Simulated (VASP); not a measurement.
Set up this calculation in VASP 6.6.1, as the native input.

* Task: relaxation of cell and atoms
* Functional: PBE
* Potentials or basis: VASP PAW PBE potentials, release 64 (Al, Cl)
* Cutoff: 600 eV
* k mesh: 12 × 12 × 4
* Occupations: gaussian, width 0.1 eV
* Spin: no spin polarisation
* Dipole correction: no
* Further INCAR settings: ALGO = Normal; EDIFF = 1e-07; IBRION = 2; EDIFFG = -0.01; NSW = 100; ISIF = 3

The structure of Al5Cl lies in POSCAR:

```
Al5Cl
1.0
    2.9910573200      0.0000000000      0.0000000000
    0.0000000000      2.9910573200      0.0000000000
    0.0000000000      0.0000000000     12.6700224900
Al Cl
5 1
Direct
    0.5000000000      0.5000000000      0.3344822800
    0.5000000000      0.5000000000      0.6655177200
    0.0000000000      0.0000000000      0.1759868000
    0.0000000000      0.0000000000      0.8240132000
    0.0000000000      0.0000000000      0.5000000000
    0.5000000000      0.5000000000      0.0000000000
```

The cell was generated, and may not be a known phase.

The input as run:

INCAR

```
ALGO = Normal
EDIFF = 1E-7
EDIFFG = -0.01
ENCUT = 600
GGA = PE
IBRION = 2
ISIF = 3
ISMEAR = 0
LASPH = T
LCHARG = F
LREAL = F
LWAVE = F
NELM = 60
NSW = 100
PREC = Accurate
SIGMA = 0.1
```

KPOINTS

```
k-points
0
Gamma
  12 12 4
```

Potentials or basis: VASP PAW PBE potentials, release 64 (Al, Cl).

Launch:

```console
$ cat potpaw_PBE.64/Al/POTCAR potpaw_PBE.64/Cl/POTCAR > POTCAR
$ mpirun -np 1 vasp_std > vasp.out
```

It gave:

| Quantity | Value |
| --- | --- |
| Relaxed volume | 17.69 Å³/atom |
| Relaxed cell | a = 3.006 Å, b = 3.006 Å, c = 11.750 Å, α = 90.00°, β = 90.00°, γ = 90.00° |
| Space group after relaxing (to 0.1 Å) | P4/mmm (No. 123) |
| Energy gained by relaxing | 27.6 meV/atom |
| Ionic steps | 14 |
| Pressure after relaxing | 0.0 GPa |
| Largest force after relaxing | 0.005 eV/Å |

Caveat: the highest band is partly filled, so the run has too few bands.

Wall time 27 min on 1 thread of Intel Xeon 8259CL (shared host), peak memory 0.35 GiB.
